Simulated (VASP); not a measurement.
# AlNi (Pm-3m) in VASP: a series of runs

AlNi is run at these levels: PBEsol; tasks: single point.

Program: VASP 6.6.1. These are calculated values, not measurements. Logs are shortened: lines on timing, memory, paths and dates and some standing lists are left out, and cuts for length are marked.

## Step 1: The cell of the first run

Symmetry: Pm-3m, No. 221, cubic system. Conventional cell: a = 2.651 Å, b = 2.651 Å, c = 2.651 Å, α = 90.00°, β = 90.00°, γ = 90.00°. Al (site symmetry m-3m) has 8 Ni at 2.30 Å and 6 Al at 2.65 Å within 3.0 Å. Ni (site symmetry m-3m) has 8 Al at 2.30 Å and 6 Ni at 2.65 Å within 3.0 Å.

## Step 2: Single point, PBEsol (strain -0.080 along x and y, -0.080 along z)

The input, INCAR:

```
PREC = Accurate ; ENCUT = 520
EDIFF = 1E-6 ; ISMEAR = 0
SIGMA = 0.15 ; LREAL = F
LASPH = T ; NELM = 100
ALGO = Fast ; ISIF = 2
LWAVE = F ; LCHARG = T
GGA = PS ; LELF = T
LVHAR = T ; NBANDS = 14
```

The input, KPOINTS:

```
Automatic mesh
0
Gamma
  16 16 16
```

The input, POSCAR:

```
AlNi
1.0
    2.6505200000      0.0000000000      0.0000000000
    0.0000000000      2.6505200000      0.0000000000
    0.0000000000      0.0000000000      2.6505200000
Al Ni
1 1
Direct
    0.0000000000      0.0000000000      0.0000000000
    0.5000000000      0.5000000000      0.5000000000
```

Potentials or basis: VASP PAW PBE potentials, release 64 (Al, Ni).

Run with:

```sh
> cat potpaw_PBE.64/Al/POTCAR potpaw_PBE.64/Ni/POTCAR > POTCAR
> mpirun -np 1 vasp_std > vasp.out
```

OUTCAR:

```text
PREC = Accurate
   ENCUT = 520
   EDIFF = 1E-6
   ISMEAR = 0
   LREAL = F
   LASPH = T
   NELM = 100
   ISIF = 2
   GGA = PS

 ion  position               nearest neighbor table
   1  0.000  0.000  0.000-   2 2.30   2 2.30   2 2.30   2 2.30   2 2.30   2 2.30   2 2.30   2 2.30

   2  0.500  0.500  0.500-   1 2.30   1 2.30   1 2.30   1 2.30   1 2.30   1 2.30   1 2.30   1 2.30

  LATTYP: Found a simple cubic cell.
 ALAT       =     2.6505200000

  Lattice vectors:

 A1 = (   2.6505200000,   0.0000000000,   0.0000000000)
 A2 = (   0.0000000000,   2.6505200000,   0.0000000000)
 A3 = (   0.0000000000,   0.0000000000,   2.6505200000)

Analysis of symmetry for initial positions (statically):
=====================================================================
 Subroutine PRICEL returns:
 Original cell was already a primitive cell.

 Routine SETGRP: Setting up the symmetry group for a
 simple cubic supercell.

 Subroutine GETGRP returns: Found 48 space group operations
 (whereof 48 operations were pure point group operations)
 out of a pool of 48 trial point group operations.

The static configuration has the point symmetry O_h .

Analysis of symmetry for dynamics (positions and initial velocities):
=====================================================================
 Subroutine PRICEL returns:
 Original cell was already a primitive cell.

 Routine SETGRP: Setting up the symmetry group for a
 simple cubic supercell.

 Subroutine GETGRP returns: Found 48 space group operations
 (whereof 48 operations were pure point group operations)
 out of a pool of 48 trial point group operations.

The dynamic configuration has the point symmetry O_h .

 Subroutine INISYM returns: Found 48 space group operations
 (whereof 48 operations are pure point group operations),
 and found     1 'primitive' translations

----------------------------------------------------------------------------------------

                                     Primitive cell

  volume of cell :      18.6206

  direct lattice vectors                    reciprocal lattice vectors
     2.650520000  0.000000000  0.000000000     0.377284457  0.000000000  0.000000000
     0.000000000  2.650520000  0.000000000     0.000000000  0.377284457  0.000000000
     0.000000000  0.000000000  2.650520000     0.000000000  0.000000000  0.377284457

  length of vectors
     2.650520000  2.650520000  2.650520000     0.377284457  0.377284457  0.377284457

  position of ions in fractional coordinates (direct lattice)
     0.000000000  0.000000000  0.000000000
     0.500000000  0.500000000  0.500000000

  ion indices of the primitive-cell ions
   primitive index   ion index
                 1           1
                 2           2

----------------------------------------------------------------------------------------

 KPOINTS: Automatic mesh

Automatic generation of k-mesh.
 Grid dimensions read from file:
 generate k-points for:   16   16   16

 Generating k-lattice:

  Cartesian coordinates                     Fractional coordinates (reciprocal lattice)
     0.023580279  0.000000000  0.000000000     0.062500000  0.000000000  0.000000000
     0.000000000  0.023580279  0.000000000     0.000000000  0.062500000  0.000000000
     0.000000000  0.000000000  0.023580279     0.000000000  0.000000000  0.062500000

  Length of vectors
     0.023580279  0.023580279  0.023580279

  Shift w.r.t. Gamma in fractional coordinates (k-lattice)
     0.000000000  0.000000000  0.000000000

 Subroutine IBZKPT returns following result:
 ===========================================

 Found    165 irreducible k-points:

 Following reciprocal coordinates:
            Coordinates               Weight
  0.000000  0.000000  0.000000      1.000000
  0.062500  0.000000  0.000000      6.000000
  0.125000  0.000000  0.000000      6.000000
  0.187500  0.000000  0.000000      6.000000
  0.250000  0.000000  0.000000      6.000000
  0.312500  0.000000  0.000000      6.000000
[... 16 lines left out ...]
  0.437500  0.125000  0.000000     24.000000
  0.500000  0.125000  0.000000     12.000000
 [... further k-points ...]
   k-points           NKPTS =    165   k-points in BZ     NKDIM =    165   number of bands    NBANDS=     14
   number of dos      NEDOS =    301   number of ions     NIONS =      2
   total plane-waves  NPLWV =   8000
   dimension x,y,z NGX =    20 NGY =   20 NGZ =   20
   dimension x,y,z NGXF=    40 NGYF=   40 NGZF=   40
   ions per type =               1   1
   NGX,Y,Z   is equivalent  to a cutoff of  12.54, 12.54, 12.54 a.u.
   NGXF,Y,Z  is equivalent  to a cutoff of  25.09, 25.09, 25.09 a.u.
 SYSTEM =  unknown system
   PREC   = accura    normal or accurate (medium, high low for compatibility)
   ISTART =      0    job   : 0-new  1-cont  2-samecut
   ICHARG =      2    charge: 1-file 2-atom 10-const
   ISPIN  =      1    spin polarized calculation?
   LNONCOLLINEAR =      F non collinear calculations
   LSORBIT =      F    spin-orbit coupling
   LASPH  =      T    aspherical Exc in radial PAW
   ENCUT  =  520.0 eV  38.22 Ry    6.18 a.u.   4.93  4.93  4.93*2*pi/ulx,y,z
   NELM   =    100;   NELMIN=  2; NELMDL= -5     # of ELM steps
   EDIFF  = 0.1E-05   stopping-criterion for ELM
   LREAL  =      F    real-space projection
[... 7 lines left out ...]
   TEBEG  =    0.0;   TEEND  =   0.0 temperature during run
   PSTRESS=    0.0 pullay stress
   NELECT =      13.0000    total number of electrons
   NUPDOWN=      -1.0000    fix difference up-down
   EMIN   =  10.00;   EMAX   =-10.00  energy-range for DOS
   EFERMI =   0.00;   METHOD = LEGACY
   ISMEAR =     0;   SIGMA  =   0.15  broadening in eV -4-tet -1-fermi 0-gaus
   EFERMI_NEDOS =   21; number of points for ismear=-14 and -15
   IALGO  =     68    algorithm
   IMIX   =      4    mixing-type and parameters
     AMIX     =   0.40;   BMIX     =  1.00
     AMIX_MAG =   1.60;   BMIX_MAG =  1.00
  volume/ion in A,a.u.               =       9.31        62.83
  Fermi-wavevector in a.u.,A,eV,Ry     =   1.452306  2.744461 28.697318  2.109193
  Thomas-Fermi vector in A             =   2.569703
   LORBIT       =      0    0 simple, 1 ext, 2 COOP (PROOUT), +10 PAW based schemes
   GGA     = PS    functional components
   LHFCALC =     F    Hartree Fock is set to
   AEXX    =    0.0000 exact exchange contribution
   IVDW    =     0    specifies the selected vdW correction
   LEPSILON=     F    determine dielectric tensor
   LRPA    =     F    only Hartree local field effects (RPA)
 non-spin polarized calculation
 RMM-DIIS sequential band-by-band and
 Gauss-broadening in eV      SIGMA  =   0.15
  energy-cutoff  :      520.00
  volume of cell :       18.62
 maximum number of plane-waves:       520
 NGX is ok and might be reduce to    20
   NGX =  9   NGY =  9   NGZ =  9

 number of electron      12.9999976 magnetization

 Free energy of the ion-electron system (eV)
  ---------------------------------------------------
  ext. energy  EPLUGINS =         0.00000000
  ---------------------------------------------------
  free energy    TOTEN  =       -10.78127467 eV

  energy without entropy =      -10.77406017  energy(sigma->0) =      -10.77766742

 E-fermi :  13.5997     XC(G=0): -13.4406

 val. band max:       13.5437999113   @ k =   0.5000   0.4375   0.3125
 cond. band min:      13.6335909181   @ k =   0.3750   0.3125   0.1250
 fundamental gap:      0.0897910067
 Fermi energy:        13.5996709041

 k-point     1 :       0.0000    0.0000    0.0000
  band No.  band energies     occupation
      1       0.5097      2.00000
      2       8.9363      2.00000
      3       8.9363      2.00000
      4      11.4601      2.00000
      5      11.4601      2.00000
      6      11.4601      2.00000
      7      20.2898      0.00000
      8      20.2898      0.00000
      9      20.2898      0.00000
     10      22.6038      0.00000
     11      22.6038      0.00000
     12      32.3740      0.00000
     13      37.6045      0.00000
     14      37.6045      0.00000

 k-point     2 :       0.0625    0.0000    0.0000
  band No.  band energies     occupation
      1       0.5958      2.00000
      2       8.9376      2.00000
      3       8.9608      2.00000
      4      11.4165      2.00000
      5      11.4165      2.00000
      6      11.4651      2.00000
      7      19.3040      0.00000
      8      20.4021      0.00000
      9      20.4021      0.00000
     10      22.5889      0.00000
     11      23.5464      0.00000
     12      32.6157      0.00000
     13      36.6043      0.00000
     14      36.6071      0.00000

 k-point     3 :       0.1250    0.0000    0.0000
  band No.  band energies     occupation
      1       0.8526      2.00000
      2       8.9276      2.00000
      3       9.0317      2.00000
      4      11.2960      2.00000
      5      11.2960      2.00000
      6      11.4794      2.00000
      7      17.7109      0.00000
      8      20.7289      0.00000
      9      20.7289      0.00000
     10      22.5448      0.00000
     11      25.0046      0.00000
     12      33.3527      0.00000
     13      34.9884      0.00000
     14      34.9885      0.00000
[... 324 lines left out ...]
 k-point    23 :       0.4375    0.1250    0.0000
  band No.  band energies     occupation
      1       4.6960      2.00000
      2       6.7289      2.00000
      3       9.6861      2.00000
      4      10.4305      2.00000
      5      10.5436      2.00000
      6      11.4357      2.00000
      7      12.9157      2.00000
      8      20.9824      0.00000
      9      22.9583      0.00000
     10      24.9231      0.00000
     11      27.1882      0.00000
     12      27.9753      0.00000
     13      31.6707      0.00000
     14      32.6290      0.00000

 k-point    24 :       0.5000    0.1250    0.0000
  band No.  band energies     occupation
      1       5.6229      2.00000
      2       5.8012      2.00000
      3       9.7263      2.00000
      4      10.4045      2.00000
      5      10.5118      2.00000
      6      11.4411      2.00000
      7      12.8054      2.00000
      8      21.3127      0.00000
      9      22.6709      0.00000
     10      25.4427      0.00000
     11      27.0695      0.00000
     12      27.3634      0.00000
     13      31.7215      0.00000
     14      32.8233      0.00000

 [... further k-points ...]

------------------------ aborting loop because EDIFF is reached ----------------------------------------

  FORCE on cell =-STRESS in cart. coord.  units (eV):
  Direction    XX          YY          ZZ          XY          YZ          ZX
  --------------------------------------------------------------------------------------
  -------------------------------------------------------------------------------------
  Total        7.6001202      7.6001202      7.6001202      0.0000000     -0.0000000      0.0000000
  in kB      653.9398247    653.9398247    653.9398247      0.0000000     -0.0000000      0.0000000
  external PRESSURE =     653.9398247 kB  Pullay stress =       0.0000000 kB

 VOLUME and BASIS-vectors are now :
 -----------------------------------------------------------------------------
  energy-cutoff  :      520.00
  volume of cell :       18.62
      direct lattice vectors                 reciprocal lattice vectors
     2.650520000  0.000000000  0.000000000     0.377284457  0.000000000  0.000000000
     0.000000000  2.650520000  0.000000000     0.000000000  0.377284457  0.000000000
     0.000000000  0.000000000  2.650520000     0.000000000  0.000000000  0.377284457

 POSITION                                       TOTAL-FORCE (eV/Angst)
 -----------------------------------------------------------------------------------
      0.00000      0.00000      0.00000         0.000000      0.000000      0.000000
      1.32526      1.32526      1.32526         0.000000      0.000000      0.000000
 -----------------------------------------------------------------------------------
    total drift:                               -0.000000      0.000000     -0.000000

  FREE ENERGIE OF THE ION-ELECTRON SYSTEM (eV)
  ---------------------------------------------------
  free  energy   TOTEN  =       -10.7812746704 eV

  energy  without entropy=      -10.7740601728  energy(sigma->0) =      -10.77766742
```

It took 48 s on 1 thread of Intel Xeon 8259CL, shared host; peak memory 0.16 GiB.

What came out:

```
Free energy            : -10.7813 eV
Pressure               : 65.4 GPa
Band gap on the k mesh : zero (an odd number of electrons rules out a gap without spin polarisation)
```

Caveat: the cell differs from its parent crystal (strain -0.080 along x and y, -0.080 along z); the cell stands under pressure; the PAW data sets were made with another functional, which shifts forces and pressure a little. Spin polarisation is off, so any magnetic state and its effect on volume and gap are missing.

## Step 3: Single point, PBEsol (strain -0.040 along x and y, -0.040 along z)

The input, INCAR:

```
ALGO = Normal
EDIFF = 1E-6
ENCUT = 520
GGA = PS
ISIF = 2
ISMEAR = 0
LASPH = T
LCHARG = T
LELF = T
LREAL = F
LVHAR = T
LWAVE = F
NBANDS = 14
NELM = 80
PREC = Accurate
SIGMA = 0.15
```

The input, KPOINTS:

```
k-points
0
Gamma
  16 16 16
```

The input, POSCAR:

```
AlNi
1.0
    2.7657600000      0.0000000000      0.0000000000
    0.0000000000      2.7657600000      0.0000000000
    0.0000000000      0.0000000000      2.7657600000
Al Ni
1 1
Direct
    0.0000000000      0.0000000000      0.0000000000
    0.5000000000      0.5000000000      0.5000000000
```

Potentials or basis: VASP PAW PBE potentials, release 64 (Al, Ni).

Run with:

```sh
> cat potpaw_PBE.64/Al/POTCAR potpaw_PBE.64/Ni/POTCAR > POTCAR
> mpirun -np 1 vasp_std > vasp.out
```

OUTCAR:

```text
EDIFF = 1E-6
   ENCUT = 520
   GGA = PS
   ISIF = 2
   ISMEAR = 0
   LASPH = T
   LREAL = F
   NELM = 80
   PREC = Accurate

 ion  position               nearest neighbor table
   1  0.000  0.000  0.000-   2 2.40   2 2.40   2 2.40   2 2.40   2 2.40   2 2.40   2 2.40   2 2.40

   2  0.500  0.500  0.500-   1 2.40   1 2.40   1 2.40   1 2.40   1 2.40   1 2.40   1 2.40   1 2.40

  LATTYP: Found a simple cubic cell.
 ALAT       =     2.7657600000

  Lattice vectors:

 A1 = (   2.7657600000,   0.0000000000,   0.0000000000)
 A2 = (   0.0000000000,   2.7657600000,   0.0000000000)
 A3 = (   0.0000000000,   0.0000000000,   2.7657600000)

Analysis of symmetry for initial positions (statically):
=====================================================================
 Subroutine PRICEL returns:
 Original cell was already a primitive cell.

 Routine SETGRP: Setting up the symmetry group for a
 simple cubic supercell.

 Subroutine GETGRP returns: Found 48 space group operations
 (whereof 48 operations were pure point group operations)
 out of a pool of 48 trial point group operations.

The static configuration has the point symmetry O_h .

Analysis of symmetry for dynamics (positions and initial velocities):
=====================================================================
 Subroutine PRICEL returns:
 Original cell was already a primitive cell.

 Routine SETGRP: Setting up the symmetry group for a
 simple cubic supercell.

 Subroutine GETGRP returns: Found 48 space group operations
 (whereof 48 operations were pure point group operations)
 out of a pool of 48 trial point group operations.

The dynamic configuration has the point symmetry O_h .

 Subroutine INISYM returns: Found 48 space group operations
 (whereof 48 operations are pure point group operations),
 and found     1 'primitive' translations

----------------------------------------------------------------------------------------

                                     Primitive cell

  volume of cell :      21.1565

  direct lattice vectors                    reciprocal lattice vectors
[... 119 lines left out ...]
 Gauss-broadening in eV      SIGMA  =   0.15
  energy-cutoff  :      520.00
  volume of cell :       21.16
 maximum number of plane-waves:       587
 NGX is ok and might be reduce to    24
   NGX = 11   NGY = 11   NGZ = 11

 number of electron      13.0000000 magnetization

 Free energy of the ion-electron system (eV)
  ---------------------------------------------------
  ext. energy  EPLUGINS =         0.00000000
  ---------------------------------------------------
  free energy    TOTEN  =       -11.44405231 eV

  energy without entropy =      -11.43629269  energy(sigma->0) =      -11.44017250

 E-fermi :  11.6020     XC(G=0): -12.7745

 val. band max:       11.6009907338   @ k =   0.3750   0.2500   0.1250
 cond. band min:      11.6158374168   @ k =   0.3750   0.3125   0.1250
 fundamental gap:      0.0148466830
 Fermi energy:        11.6019933769

 k-point     1 :       0.0000    0.0000    0.0000
  band No.  band energies     occupation
      1      -0.4549      2.00000
      2       7.7277      2.00000
      3       7.7277      2.00000
      4       9.7914      2.00000
      5       9.7914      2.00000
      6       9.7914      2.00000
      7      17.6481      0.00000
      8      17.6481      0.00000
      9      17.6481      0.00000
     10      20.1576      0.00000
     11      20.1576      0.00000
     12      27.6575      0.00000
     13      33.9723      0.00000
     14      33.9723      0.00000
[... 377 lines left out ...]
      1       4.3707      2.00000
      2       4.4090      2.00000
      3       8.3755      2.00000
      4       8.8881      2.00000
      5       8.9898      2.00000
      6       9.7768      2.00000
      7      10.8796      2.00000
      8      18.9690      0.00000
      9      20.0544      0.00000
     10      22.7041      0.00000
     11      23.8594      0.00000
     12      23.8983      0.00000
     13      28.3001      0.00000
     14      29.1358      0.00000

 [... further k-points ...]

------------------------ aborting loop because EDIFF is reached ----------------------------------------

  FORCE on cell =-STRESS in cart. coord.  units (eV):
  Direction    XX          YY          ZZ          XY          YZ          ZX
  --------------------------------------------------------------------------------------
  -------------------------------------------------------------------------------------
  Total        2.9534457      2.9534457      2.9534457     -0.0000000      0.0000000     -0.0000000
  in kB      223.6640096    223.6640096    223.6640096     -0.0000000      0.0000000     -0.0000000
  external PRESSURE =     223.6640096 kB  Pullay stress =       0.0000000 kB

 VOLUME and BASIS-vectors are now :
 -----------------------------------------------------------------------------
  energy-cutoff  :      520.00
  volume of cell :       21.16
      direct lattice vectors                 reciprocal lattice vectors
     2.765760000  0.000000000  0.000000000     0.361564272  0.000000000  0.000000000
     0.000000000  2.765760000  0.000000000     0.000000000  0.361564272  0.000000000
     0.000000000  0.000000000  2.765760000     0.000000000  0.000000000  0.361564272

 POSITION                                       TOTAL-FORCE (eV/Angst)
 -----------------------------------------------------------------------------------
      0.00000      0.00000      0.00000         0.000000      0.000000      0.000000
      1.38288      1.38288      1.38288         0.000000      0.000000      0.000000
 -----------------------------------------------------------------------------------
    total drift:                                0.000000      0.000000     -0.000000

  FREE ENERGIE OF THE ION-ELECTRON SYSTEM (eV)
  ---------------------------------------------------
  free  energy   TOTEN  =       -11.4440523088 eV

  energy  without entropy=      -11.4362926871  energy(sigma->0) =      -11.44017250
```

Wall time 49 s (1 thread of Intel Xeon 8259CL, shared host); peak memory 0.18 GiB.

What came out:

- Free energy: -11.4441 eV
- Pressure: 22.4 GPa
- Band gap on the k mesh: zero (an odd number of electrons rules out a gap without spin polarisation)

Caveat: the cell differs from its parent crystal (strain -0.040 along x and y, -0.040 along z); the cell stands under pressure; the PAW data sets were made with another functional, which shifts forces and pressure a little. Spin polarisation is off, so any magnetic state and its effect on volume and gap are missing.

[end of part 1 of 2]
